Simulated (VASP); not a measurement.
Here is a VASP 6.6.1 calculation.

The input POSCAR:

```
Br
1.0
    0.0000000000      3.2698806027      3.2698806027
    3.2698806027      0.0000000000      3.2698806027
    3.2698806027      3.2698806027      0.0000000000
Br
2
Direct
    0.0000000000      0.0000000000      0.0000000000
    0.2500000000      0.2500000000      0.2500000000
```

The input INCAR.step1:

```
SYSTEM = Br
ALGO = Normal
EDIFF = 1E-4
ENCUT = 520
GGA = PE
ISMEAR = -1
LASPH = .TRUE.
LCHARG = .FALSE.
LREAL = .FALSE.
LWAVE = .TRUE.
NBANDS = 14
NELM = 80
PREC = Accurate
SIGMA = 0.02
```

INCAR.step2

```
SYSTEM = Br
ALGO = Normal
EDIFF = 1E-7
ENCUT = 520
ISIF = 2
ISMEAR = -1
ISTART = 1
LASPH = .TRUE.
LCHARG = .TRUE.
LELF = .TRUE.
LMIXTAU = .TRUE.
LREAL = .FALSE.
LVHAR = .TRUE.
LWAVE = .FALSE.
METAGGA = R2SCAN
NBANDS = 14
NELM = 80
PREC = Accurate
SIGMA = 0.02
```

Contents of KPOINTS:

```
k-points
0
G
  6 6 6
  0 0 0
```

Potentials or basis: VASP PAW PBE potentials, release 64 (Br).

Launch:

```console
$ cat potpaw_PBE.64/Br/POTCAR > POTCAR
$ cp INCAR.step1 INCAR
$ mpirun -np 1 vasp_std > vasp.out
$ cp INCAR.step2 INCAR
$ mpirun -np 1 vasp_std > vasp.out
```

(1) Predict the pressure.

(2) What does it give for the band gap on the k mesh?

Results:

(1) 4.9 GPa.

(2) zero (band 7 reaches 0.63 eV, above the bottom of band 8 at -1.23 eV).

Caveat: the PAW data sets were made with another functional, which shifts forces and pressure a little.
